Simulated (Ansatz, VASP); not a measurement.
## One calculation of Hf, two programs

```
Hf
1.0
    -1.77404    1.77404    1.77404
     1.77404   -1.77404    1.77404
     1.77404    1.77404   -1.77404
Hf
1
Direct
  0.00000 0.00000 0.00000
```

Alike in both runs: functional PBE; k mesh 17 × 17 × 17; occupations fermi-dirac, width 0.08 eV; no spin polarisation.

Ansatz relaxed the structure, and its values are those at the end. VASP's run is a single point on that final structure, the one shown.

```csv
,VASP,Ansatz
version,VASP 6.6.1,Ansatz 0.2.0
potentials or method,"VASP PAW PBE potentials, release 64 (Hf_pv)","PAW with Ansatz's default frozen-core files, scalar-relativistic"
plane-wave cutoff (eV),520,420
valence electrons in the cell,10,26
```

```csv
,VASP,Ansatz,Ansatz less VASP
pressure (GPa),-0.3,0.0,+0.34
```

VASP's potentials hold 10 valence electrons a cell and Ansatz's 26, so a difference there can come from the potentials and not from the codes.

Spin-orbit coupling is off throughout.
